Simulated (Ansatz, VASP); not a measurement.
# Al12O in VASP and in Ansatz

Contents of INCAR:

```
PREC = Accurate
ENCUT = 520
EDIFF = 1E-7
ISMEAR = 0
SIGMA = 0.1
LREAL = F
LASPH = T
NELM = 150
ALGO = Normal
ISIF = 2
LWAVE = F
LCHARG = F
ISPIN = 2
MAGMOM = 0 0 0 0 0 0 0 0 0 0 0 0 2
LORBIT = 11
LDIPOL = T
IDIPOL = 3
DIPOL = 0.5 0.5 0.302
GGA = PE
NBANDS = 37
```

The input KPOINTS:

```
Automatic mesh
0
Gamma
  5 5 1
```

File POSCAR:

```
Al12O
1.0
    5.7143028096      0.0000000000      0.0000000000
    0.0000000000      5.7143028096      0.0000000000
    0.0000000000      0.0000000000     21.1750228481
Al O
12 1
Direct
    0.2500000000      0.2500000000      0.1889018033
    0.2500000000      0.7500000000      0.1889018033
    0.7500000000      0.2500000000      0.1889018033
    0.7500000000      0.7500000000      0.1889018033
    0.0000000000      0.0000000000      0.2873686073
    0.0000000000      0.5000000000      0.2873686073
    0.5000000000      0.0000000000      0.2873686073
    0.5000000000      0.5000000000      0.2873686073
    0.2500000000      0.2500000000      0.3860691394
    0.2500000000      0.7500000000      0.3860691394
    0.7500000000      0.2500000000      0.3860691394
    0.7500000000      0.7500000000      0.3860691394
    0.5000000000      0.5000000000      0.4819368046
```

Input for Ansatz:

```yaml
crystal:
  lattice:
    - [5.7143028096, 0.0, 0.0]
    - [0.0, 5.7143028096, 0.0]
    - [0.0, 0.0, 21.1750228481]
  atoms:
    - { symbol: Al, position: [0.25, 0.25, 0.1889018033] }
    - { symbol: Al, position: [0.25, 0.75, 0.1889018033] }
    - { symbol: Al, position: [0.75, 0.25, 0.1889018033] }
    - { symbol: Al, position: [0.75, 0.75, 0.1889018033] }
    - { symbol: Al, position: [0.0, 0.0, 0.2873686073] }
    - { symbol: Al, position: [0.0, 0.5, 0.2873686073] }
    - { symbol: Al, position: [0.5, 0.0, 0.2873686073] }
    - { symbol: Al, position: [0.5, 0.5, 0.2873686073] }
    - { symbol: Al, position: [0.25, 0.25, 0.3860691394] }
    - { symbol: Al, position: [0.25, 0.75, 0.3860691394] }
    - { symbol: Al, position: [0.75, 0.25, 0.3860691394] }
    - { symbol: Al, position: [0.75, 0.75, 0.3860691394] }
    - { symbol: O, position: [0.5, 0.5, 0.4819368046], spin: 2.0 }
basis:
  ecutwfc: 420
kpoints:
  mp_grid: { grid: [5, 5, 1] }
hamiltonian:
  xc: pbe
scf:
  occupations: { method: gaussian, width: 0.1 }
output:
  forces: true
  eigenvalues: true
  populations: true
magnetization:
  spin_polarized: true
efield:
  axis: 3
  dipole_correction: true
  ramp_width: 0.04
```

Alike in both runs: task single point; functional PBE; k mesh 5 × 5 × 1; occupations gaussian, width 0.1 eV; collinear spin.

```csv
,VASP,Ansatz
version,VASP 6.6.1,Ansatz 0.2.0
potentials or method,"VASP PAW PBE potentials, release 64 (Al, O), cutoff 520 eV","scalar-relativistic, plane waves, PAW"
valence electrons in the cell,42,42
```

|  | VASP | Ansatz | Ansatz less VASP |
| --- | --- | --- | --- |
| gap on the k mesh at the Fermi level (eV) | none | none | - |
| rms of the force components (eV/Å) | 0.567 | 0.570 | +0.0023 |
| net moment per atom (μB) | 0.07 | 0.07 | -0.001 |
| size of the moment on the site where the two differ most (μB) | 0.53 | 0.63 | +0.099 |

Site moments also hang on the region over which each program counts them. Atom by atom the forces differ by 0.003 eV/Å (rms over components). A gap of «none» marks a metal or a gap that the smearing closes. With one functional, cell and mesh, what is left measures potentials, basis and numerics.
